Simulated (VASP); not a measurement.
Here is a VASP 6.6.1 calculation.

Contents of INCAR:

```
PREC = Accurate ; ENCUT = 520
EDIFF = 1E-6 ; ISMEAR = -1
SIGMA = 0.02 ; LREAL = F
LASPH = T ; NELM = 80
ALGO = Normal ; ISIF = 2
LWAVE = F ; LCHARG = F
NBANDS = 16
```

KPOINTS

```
regular mesh
0
Gamma
  8 6 8
```

The input POSCAR:

```
SiC
1.0
   -2.1644344551      2.1644344551      0.0000000000
    0.0000000000      0.0000000000      4.3288689102
    2.1644344551      2.1644344551      0.0000000000
Si C
2 2
Direct
    0.0000000000      0.0000000000      0.0000000000
    0.5000000000      0.5000000000      0.5000000000
    0.0000000000      0.2500000000      0.5000000000
    0.5000000000      0.7500000000      0.0000000000
```

Potentials or basis: VASP PAW LDA potentials, release 64 (Si, C).

Launch:

```console
$ cat potpaw_LDA.64/Si/POTCAR potpaw_LDA.64/C/POTCAR > POTCAR
$ mpirun -np 1 vasp_std > vasp.out
```

(1) Predict the pressure.

(2) What does it give for the band gap on the k mesh?

Results:

(1) 0.4 GPa.

(2) 1.29 eV.
